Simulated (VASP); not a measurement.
The system is Ru.

```
CELL_PARAMETERS angstrom
2.70580 0.00000 0.00000
-1.35290 2.34329 0.00000
0.00000 0.00000 4.28190
ATOMIC_POSITIONS crystal
Ru 0.33333 0.66667 0.25000
Ru 0.66667 0.33333 0.75000
```

```yaml
Program: VASP 6.6.1
Task: relaxation of cell and atoms
Functional: PBEsol
Potentials_or_basis: VASP PAW PBE potentials, release 64 (Ru_pv)
Cutoff: 600 eV
k_mesh: 18 × 18 × 10
Occupations: methfessel-paxton, width 0.05 eV
Spin: no spin polarisation
```

At the start: pressure -6.5 GPa; volume 13.57 Å³/atom.

Q: How do energy, volume and symmetry change on relaxing?

A: Over 3 steps the energy falls by 5.4 meV/atom and the volume is 13.32 Å³/atom (-1.9 %); space group P6_3/mmc (No. 194, to 0.1 Å) before and after.

Step by step:
| step | energy change (eV) | largest force (eV/Å) | pressure (GPa) | volume (Å³) |
| --- | --- | --- | --- | --- |
| 1 | 0.0000 | 0.0000 | -6.49 | 27.15 |
| 2 | 0.1049 | 0.0000 | 24.85 | 25.04 |
| 3 | -0.0108 | 0.0000 | -0.18 | 26.64 |

Final structure:
```yaml
crystal:
  lattice:
    - [2.68899, 0.00000, 0.00000]
    - [-1.34449, 2.32873, 0.00000]
    - [0.00000, 0.00000, 4.25432]
  atoms:
    - { symbol: Ru, position: [0.33333, 0.66667, 0.25000] }
    - { symbol: Ru, position: [0.66667, 0.33333, 0.75000] }
```

Caveat: the PAW data sets were made with another functional, which shifts forces and pressure a little.
